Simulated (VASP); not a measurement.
# P in VASP: a series of runs

P is run at these levels: PBEsol; tasks: single point.

Program: VASP 6.6.1. These are calculated values, not measurements. Logs are shortened: lines on timing, memory, paths and dates and some standing lists are left out, and cuts for length are marked.

## 1. The cell of the first run

The cell holds a slab with vacuum, 4 atoms: a = 3.416 Å, b = 36.270 Å, c = 4.614 Å, α = 90.00°, β = 90.00°, γ = 90.00°.

## 2. Single point, PBEsol (strain +0.040 along x and y, +0.040 along z)

Input file INCAR:

```
SYSTEM = P
  PREC = Accurate
  ENCUT = 520
  EDIFF = 1E-6
  ISMEAR = 0
  SIGMA = 0.05
  LREAL = .FALSE.
  LASPH = .TRUE.
  NELM = 60
  ALGO = Normal
  ISIF = 2
  LWAVE = .FALSE.
  LCHARG = .FALSE.
  GGA = PS
  NBANDS = 18
```

Input file KPOINTS:

```
Automatic mesh
0
G
  8 1 6
  0 0 0
```

Input file POSCAR:

```
P
1.0
    3.4157418011      0.0000000000      0.0000000000
    0.0000000000     36.2697370064      0.0000000000
    0.0000000000      0.0000000000      4.6143865565
P
4
Direct
    0.0000000000      0.9696876239      0.5826201324
    0.0000000000      0.0303123761      0.4173798676
    0.5000000000      0.0303123761      0.0826201324
    0.5000000000      0.9696876239      0.9173798676
```

Potentials or basis: VASP PAW PBE potentials, release 64 (P).

Command:

```console
> cat potpaw_PBE.64/P/POTCAR > POTCAR
> mpirun -np 1 vasp_std > vasp.out
```

OUTCAR:

```text
SYSTEM = P
   PREC = Accurate
   ENCUT = 520
   EDIFF = 1E-6
   ISMEAR = 0
   LREAL = .FALSE.
   LASPH = .TRUE.
   NELM = 60
   ISIF = 2
   GGA = PS

 ion  position               nearest neighbor table
   1  0.000  0.970  0.583-   4 2.30   4 2.30   2 2.33
   2  0.000  0.030  0.417-   3 2.30   3 2.30   1 2.33
   3  0.500  0.030  0.083-   2 2.30   2 2.30   4 2.33
   4  0.500  0.970  0.917-   1 2.30   1 2.30   3 2.33

  LATTYP: Found a simple orthorhombic cell.
 ALAT       =     3.4157418011
 B/A-ratio  =     1.3509178460
 C/A-ratio  =    10.6184071040

  Lattice vectors:

 A1 = (  -3.4157418011,   0.0000000000,   0.0000000000)
 A2 = (   0.0000000000,   0.0000000000,   4.6143865565)
 A3 = (   0.0000000000,  36.2697370064,   0.0000000000)

Analysis of symmetry for initial positions (statically):
=====================================================================
 Subroutine PRICEL returns:
 Original cell was already a primitive cell.

 Routine SETGRP: Setting up the symmetry group for a
 simple orthorhombic supercell.

 Subroutine GETGRP returns: Found  8 space group operations
 (whereof  4 operations were pure point group operations)
 out of a pool of  8 trial point group operations.

The static configuration has the point symmetry C_2h.
 The point group associated with its full space group is D_2h.

Analysis of symmetry for dynamics (positions and initial velocities):
=====================================================================
 Subroutine PRICEL returns:
 Original cell was already a primitive cell.

 Routine SETGRP: Setting up the symmetry group for a
 simple orthorhombic supercell.

 Subroutine GETGRP returns: Found  8 space group operations
 (whereof  4 operations were pure point group operations)
 out of a pool of  8 trial point group operations.

The dynamic configuration has the point symmetry C_2h.
 The point group associated with its full space group is D_2h.

 Subroutine INISYM returns: Found  8 space group operations
 (whereof  4 operations are pure point group operations),
 and found     1 'primitive' translations

----------------------------------------------------------------------------------------

                                     Primitive cell

  volume of cell :     571.6674

  direct lattice vectors                    reciprocal lattice vectors
     3.415741801  0.000000000  0.000000000     0.292762175  0.000000000  0.000000000
     0.000000000 36.269737006  0.000000000     0.000000000  0.027571195  0.000000000
     0.000000000  0.000000000  4.614386557     0.000000000  0.000000000  0.216713530

  length of vectors
     3.415741801 36.269737006  4.614386557     0.292762175  0.027571195  0.216713530

  position of ions in fractional coordinates (direct lattice)
     0.000000000  0.969687624  0.582620132
     0.000000000  0.030312376  0.417379868
     0.500000000  0.030312376  0.082620132
     0.500000000  0.969687624  0.917379868

  ion indices of the primitive-cell ions
   primitive index   ion index
                 1           1
                 2           2
                 3           3
                 4           4

----------------------------------------------------------------------------------------

 KPOINTS: Automatic mesh

Automatic generation of k-mesh.
 Grid dimensions read from file:
 generate k-points for:    8    1    6

 Generating k-lattice:

  Cartesian coordinates                     Fractional coordinates (reciprocal lattice)
     0.036595272  0.000000000  0.000000000     0.125000000  0.000000000  0.000000000
     0.000000000  0.027571195  0.000000000     0.000000000  1.000000000  0.000000000
     0.000000000  0.000000000  0.036118922     0.000000000  0.000000000  0.166666667

  Length of vectors
     0.036595272  0.027571195  0.036118922

  Shift w.r.t. Gamma in fractional coordinates (k-lattice)
     0.000000000  0.000000000  0.000000000

 Subroutine IBZKPT returns following result:
 ===========================================

 Found     20 irreducible k-points:

 Following reciprocal coordinates:
            Coordinates               Weight
  0.000000  0.000000  0.000000      1.000000
  0.125000  0.000000  0.000000      2.000000
  0.250000  0.000000  0.000000      2.000000
  0.375000  0.000000  0.000000      2.000000
  0.500000  0.000000  0.000000      1.000000
  0.000000  0.000000  0.166667      2.000000
[... 12 lines left out ...]
  0.375000  0.000000  0.500000      2.000000
  0.500000  0.000000  0.500000      1.000000
   k-points           NKPTS =     20   k-points in BZ     NKDIM =     20   number of bands    NBANDS=     18
   number of dos      NEDOS =    301   number of ions     NIONS =      4
   total plane-waves  NPLWV = 272160
   dimension x,y,z NGX =    28 NGY =  270 NGZ =   36
   dimension x,y,z NGXF=    56 NGYF=  540 NGZF=   72
   ions per type =               4
   NGX,Y,Z   is equivalent  to a cutoff of  13.63, 12.38, 12.97 a.u.
   NGXF,Y,Z  is equivalent  to a cutoff of  27.26, 24.75, 25.94 a.u.
 SYSTEM =  P
   PREC   = accura    normal or accurate (medium, high low for compatibility)
   ISTART =      0    job   : 0-new  1-cont  2-samecut
   ICHARG =      2    charge: 1-file 2-atom 10-const
   ISPIN  =      1    spin polarized calculation?
   LNONCOLLINEAR =      F non collinear calculations
   LSORBIT =      F    spin-orbit coupling
   LASPH  =      T    aspherical Exc in radial PAW
   ENCUT  =  520.0 eV  38.22 Ry    6.18 a.u.   6.35 67.44  8.58*2*pi/ulx,y,z
   NELM   =     60;   NELMIN=  2; NELMDL= -5     # of ELM steps
   EDIFF  = 0.1E-05   stopping-criterion for ELM
   LREAL  =      F    real-space projection
   EDIFFG = 0.1E-04   stopping-criterion for IOM
   NSW    =      0    number of steps for IOM
   IBRION =     -1    ionic relax: 0-MD 1-quasi-New 2-CG
   NFREE  =      0    steps in history (QN), initial steepest desc. (CG)
   ISIF   =      2    stress and relaxation
   ISYM   =      2    0-nonsym 1-usesym 2-fastsym
   POTIM  = 0.5000    time-step for ionic-motion
   TEBEG  =    0.0;   TEEND  =   0.0 temperature during run
   PSTRESS=    0.0 pullay stress
   NELECT =      20.0000    total number of electrons
   NUPDOWN=      -1.0000    fix difference up-down
   EMIN   =  10.00;   EMAX   =-10.00  energy-range for DOS
   EFERMI =   0.00;   METHOD = LEGACY
   ISMEAR =     0;   SIGMA  =   0.05  broadening in eV -4-tet -1-fermi 0-gaus
   EFERMI_NEDOS =   21; number of points for ismear=-14 and -15
   IALGO  =     38    algorithm
   IMIX   =      4    mixing-type and parameters
     AMIX     =   0.40;   BMIX     =  1.00
     AMIX_MAG =   1.60;   BMIX_MAG =  1.00
  volume/ion in A,a.u.               =     142.92       964.45
  Fermi-wavevector in a.u.,A,eV,Ry     =   0.535431  1.011818  3.900608  0.286687
  Thomas-Fermi vector in A             =   1.560291
   LORBIT       =      0    0 simple, 1 ext, 2 COOP (PROOUT), +10 PAW based schemes
   GGA     = PS    functional components
   LHFCALC =     F    Hartree Fock is set to
   AEXX    =    0.0000 exact exchange contribution
   IVDW    =     0    specifies the selected vdW correction
   LEPSILON=     F    determine dielectric tensor
   LRPA    =     F    only Hartree local field effects (RPA)
 non-spin polarized calculation
 Gauss-broadening in eV      SIGMA  =   0.05
  energy-cutoff  :      520.00
  volume of cell :      571.67
 maximum number of plane-waves:     15491
 NGX is ok and might be reduce to    28
   NGX = 13   NGY =135   NGZ = 17

 number of electron      20.0000005 magnetization

 Free energy of the ion-electron system (eV)
  ---------------------------------------------------
  ext. energy  EPLUGINS =         0.00000000
  ---------------------------------------------------
  free energy    TOTEN  =       -22.59305417 eV

  energy without entropy =      -22.59305417  energy(sigma->0) =      -22.59305417

 E-fermi :  -3.3482     XC(G=0):  -1.7108

 val. band max:       -3.6196935787   @ k =   0.0000   0.0000   0.0000
 cond. band min:      -2.7676152519   @ k =   0.0000   0.0000   0.0000
 fundamental gap:      0.8520783268
 Fermi energy:        -3.3482190322

 k-point     1 :       0.0000    0.0000    0.0000
  band No.  band energies     occupation
      1     -17.8447      2.00000
      2     -15.5206      2.00000
      3     -12.3714      2.00000
      4      -8.8197      2.00000
      5      -8.4438      2.00000
      6      -7.7391      2.00000
[... 10 lines left out ...]
     17       1.4733      0.00000
     18       1.6226      0.00000

 k-point     2 :       0.1250    0.0000    0.0000
  band No.  band energies     occupation
      1     -17.6740      2.00000
      2     -15.3417      2.00000
      3     -12.4918      2.00000
      4      -8.6872      2.00000
      5      -8.6857      2.00000
      6      -7.5898      2.00000
[... 10 lines left out ...]
     17       1.2817      0.00000
     18       1.6742      0.00000

 k-point     3 :       0.2500    0.0000    0.0000
  band No.  band energies     occupation
      1     -17.1682      2.00000
      2     -14.8081      2.00000
      3     -13.0222      2.00000
      4      -9.7357      2.00000
      5      -8.3258      2.00000
      6      -8.3215      2.00000
[... 10 lines left out ...]
     17       1.7952      0.00000
     18       1.8469      0.00000

 k-point     4 :       0.3750    0.0000    0.0000
  band No.  band energies     occupation
      1     -16.3492      2.00000
      2     -14.0612      2.00000
      3     -13.9303      2.00000
      4     -11.2730      2.00000
      5      -8.3745      2.00000
      6      -7.9211      2.00000
[... 10 lines left out ...]
     17       2.7102      0.00000
     18       2.7717      0.00000

 k-point     5 :       0.5000    0.0000    0.0000
  band No.  band energies     occupation
      1     -15.2700      2.00000
      2     -15.2700      2.00000
      3     -12.7324      2.00000
      4     -12.7324      2.00000
      5      -7.9759      2.00000
      6      -7.9759      2.00000
[... 10 lines left out ...]
     17       3.1409      0.00000
     18       3.1409      0.00000

 k-point     6 :       0.0000    0.0000    0.1667
  band No.  band energies     occupation
      1     -17.7116      2.00000
      2     -15.6703      2.00000
      3     -12.4479      2.00000
      4      -9.7395      2.00000
      5      -7.8443      2.00000
      6      -7.2004      2.00000
[... 10 lines left out ...]
     17       1.3490      0.00000
     18       1.5462      0.00000

 k-point     7 :       0.1250    0.0000    0.1667
  band No.  band energies     occupation
      1     -17.5420      2.00000
      2     -15.4985      2.00000
      3     -12.5103      2.00000
      4      -9.7286      2.00000
      5      -7.8905      2.00000
      6      -7.7848      2.00000
[... 10 lines left out ...]
     17       1.4416      0.00000
     18       1.5957      0.00000

 k-point     8 :       0.2500    0.0000    0.1667
  band No.  band energies     occupation
      1     -17.0404      2.00000
      2     -14.9997      2.00000
      3     -12.8819      2.00000
      4     -10.1282      2.00000
      5      -8.6726      2.00000
      6      -8.1572      2.00000
[... 10 lines left out ...]
     17       1.9039      0.00000
     18       2.0450      0.00000
[... 145 lines left out ...]
     17       2.5231      0.00000
     18       2.5231      0.00000

 k-point    16 :       0.0000    0.0000    0.5000
  band No.  band energies     occupation
      1     -16.7555      2.00000
      2     -16.7555      2.00000
      3     -11.7921      2.00000
      4     -11.7921      2.00000
      5      -6.4222      2.00000
      6      -6.4222      2.00000
[... 10 lines left out ...]
     17       2.6217      0.00000
     18       2.6217      0.00000

 k-point    17 :       0.1250    0.0000    0.5000
  band No.  band energies     occupation
      1     -16.5929      2.00000
      2     -16.5929      2.00000
      3     -11.7409      2.00000
      4     -11.7409      2.00000
      5      -7.1399      2.00000
      6      -7.1399      2.00000
[... 10 lines left out ...]
     17       2.8480      0.00000
     18       2.8481      0.00000

 k-point    18 :       0.2500    0.0000    0.5000
  band No.  band energies     occupation
      1     -16.1215      2.00000
      2     -16.1215      2.00000
      3     -11.7827      2.00000
      4     -11.7827      2.00000
      5      -8.5439      2.00000
      6      -8.5439      2.00000
[... 10 lines left out ...]
     17       2.5468      0.00000
     18       2.5468      0.00000

 k-point    19 :       0.3750    0.0000    0.5000
  band No.  band energies     occupation
      1     -15.4250      2.00000
      2     -15.4250      2.00000
      3     -12.3941      2.00000
      4     -12.3941      2.00000
      5      -8.8234      2.00000
      6      -8.8234      2.00000
[... 10 lines left out ...]
     17       2.7385      0.00000
     18       2.7385      0.00000

 k-point    20 :       0.5000    0.0000    0.5000
  band No.  band energies     occupation
      1     -14.9427      2.00000
      2     -14.9427      2.00000
      3     -12.9641      2.00000
      4     -12.9641      2.00000
      5      -8.1267      2.00000
      6      -8.1267      2.00000
[... 10 lines left out ...]
     17       2.5341      0.00000
     18       2.5341      0.00000

------------------------ aborting loop because EDIFF is reached ----------------------------------------

  FORCE on cell =-STRESS in cart. coord.  units (eV):
  Direction    XX          YY          ZZ          XY          YZ          ZX
  --------------------------------------------------------------------------------------
  -------------------------------------------------------------------------------------
  Total       -4.9049578     -3.1698605     -3.9204510      0.0000000     -0.0000000      0.0000000
  in kB      -13.7468263     -8.8839747    -10.9876089      0.0000000     -0.0000000      0.0000000
  external PRESSURE =     -11.2061367 kB  Pullay stress =       0.0000000 kB

 VOLUME and BASIS-vectors are now :
 -----------------------------------------------------------------------------
  energy-cutoff  :      520.00
  volume of cell :      571.67
      direct lattice vectors                 reciprocal lattice vectors
     3.415741801  0.000000000  0.000000000     0.292762175  0.000000000  0.000000000
     0.000000000 36.269737006  0.000000000     0.000000000  0.027571195  0.000000000
     0.000000000  0.000000000  4.614386557     0.000000000  0.000000000  0.216713530

 POSITION                                       TOTAL-FORCE (eV/Angst)
 -----------------------------------------------------------------------------------
      0.00000     35.17032      2.68843        -0.000000      0.717655      0.545914
      0.00000      1.09942      1.92595         0.000000     -0.717655     -0.545914
      1.70787      1.09942      0.38124         0.000000     -0.717655      0.545914
      1.70787     35.17032      4.23315        -0.000000      0.717655     -0.545914
 -----------------------------------------------------------------------------------
    total drift:                               -0.000000      0.000000     -0.000000

  FREE ENERGIE OF THE ION-ELECTRON SYSTEM (eV)
  ---------------------------------------------------
  free  energy   TOTEN  =       -22.5930541735 eV

  energy  without entropy=      -22.5930541735  energy(sigma->0) =      -22.59305417
```

Run time: 6.1 min. Hardware: 1 thread of Oxide Virtual Turin-like, shared host; peak memory 0.62 GiB.

Results:

```
Free energy            : -22.5931 eV
Largest force          : 0.902 eV/Å
Band gap on the k mesh : 0.85 eV
```

Forces in eV/Å, atoms in the order of the input:
```
P    0.000  0.718  0.546
P    0.000 -0.718 -0.546
P    0.000 -0.718  0.546
P    0.000  0.718 -0.546
```

Caveat: the cell differs from its parent crystal (strain +0.040 along x and y, +0.040 along z); there is no dipole correction, which matters where the two faces differ; the PAW data sets were made with another functional, which shifts forces and pressure a little.

## 3. Single point, PBEsol (strain +0.080 along x and y, +0.000 along z)

Input file INCAR:

```
SYSTEM = P
ALGO     = Normal         ! electronic algorithm
EDIFF    = 1E-6           ! SCF threshold, eV
ENCUT    = 520            ! plane-wave cutoff, eV
GGA      = PS             ! functional
ISIF     = 2              ! what is computed and relaxed
ISMEAR   = 0              ! smearing method
LASPH    = .TRUE.         ! aspherical terms in the spheres
LCHARG   = .FALSE.        ! write CHGCAR
LREAL    = .FALSE.        ! projectors in reciprocal space
LWAVE    = .FALSE.        ! write WAVECAR
NBANDS   = 18             ! bands
NELM     = 100            ! most SCF steps
PREC     = Accurate       ! precision mode
SIGMA    = 0.05           ! smearing width, eV
```

Input file KPOINTS:

```
k-points
0
G
  8 1 6
  0 0 0
```

Input file POSCAR:

```
P
1.0
    3.5471164857      0.0000000000      0.0000000000
    0.0000000000     37.6647268912      0.0000000000
    0.0000000000      0.0000000000      4.4369101505
P
4
Direct
    0.0000000000      0.9696876239      0.5826201324
    0.0000000000      0.0303123761      0.4173798676
    0.5000000000      0.0303123761      0.0826201324
    0.5000000000      0.9696876239      0.9173798676
```

Potentials or basis: VASP PAW PBE potentials, release 64 (P).

Command:

```console
> cat potpaw_PBE.64/P/POTCAR > POTCAR
> mpirun -np 1 vasp_std > vasp.out
```

Run time: 7.9 min. Hardware: 1 thread of Oxide Virtual Turin-like, shared host; peak memory 0.62 GiB.

It converged, with:

```yaml
Free_energy: -22.3406 eV
Largest_force: 1.117 eV/Å
Band_gap_on_the_k_mesh: 0.44 eV
```

Forces on the atoms (eV/Å):
```
P    0.000  1.114  0.080
P    0.000 -1.114 -0.080
P    0.000 -1.114  0.080
P    0.000  1.114 -0.080
```

Levels at points of the mesh, in eV from the valence-band top:
```csv
k point,band 8,band 9,band 10,band 11,band 12,band 13
"(0.00, 0.00, 0.00)",-2.33,-1.68,0.00,0.44,0.97,1.79
"(0.50, 0.00, 0.00)",-2.47,-2.00,-2.00,1.29,1.29,1.92
"(0.00, 0.00, 0.50)",-2.89,-0.90,-0.90,1.19,1.19,2.78
"(0.50, 0.00, 0.50)",-4.57,-1.49,-1.49,1.97,1.97,4.53
```

Caveat: the cell differs from its parent crystal (strain +0.080 along x and y, +0.000 along z); there is no dipole correction, which matters where the two faces differ; the PAW data sets were made with another functional, which shifts forces and pressure a little.
